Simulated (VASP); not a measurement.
Input of a VASP 6.6.1 run:

Contents of INCAR:

```
ALGO = Fast
EDIFF = 1E-7
ENCUT = 520
GGA = PS
ISIF = 2
ISMEAR = 0
LASPH = T
LCHARG = F
LREAL = F
LWAVE = F
NBANDS = 12
NELM = 60
PREC = Accurate
SIGMA = 0.15
```

File KPOINTS:

```
k-points
0
Gamma
  20 20 20
```

File POSCAR:

```
Nb
1.0
   -1.6889092500      1.6889092500      1.6389907500
    1.6889092500     -1.6889092500      1.6389907500
    1.6889092500      1.6889092500     -1.6389907500
Nb
1
Direct
    0.0000000000      0.0000000000      0.0000000000
```

Potentials or basis: VASP PAW PBE potentials, release 64 (Nb_sv).

The run is started by

```bash
$ cat potpaw_PBE.64/Nb_sv/POTCAR > POTCAR
$ mpirun -np 1 vasp_std > vasp.out
```

(1) Estimate the pressure.

Results:

(1) -10.8 GPa.

Caveat: the cell differs from its parent crystal (strain +0.015 along x and y, -0.015 along z); the PAW data sets were made with another functional, which shifts forces and pressure a little.
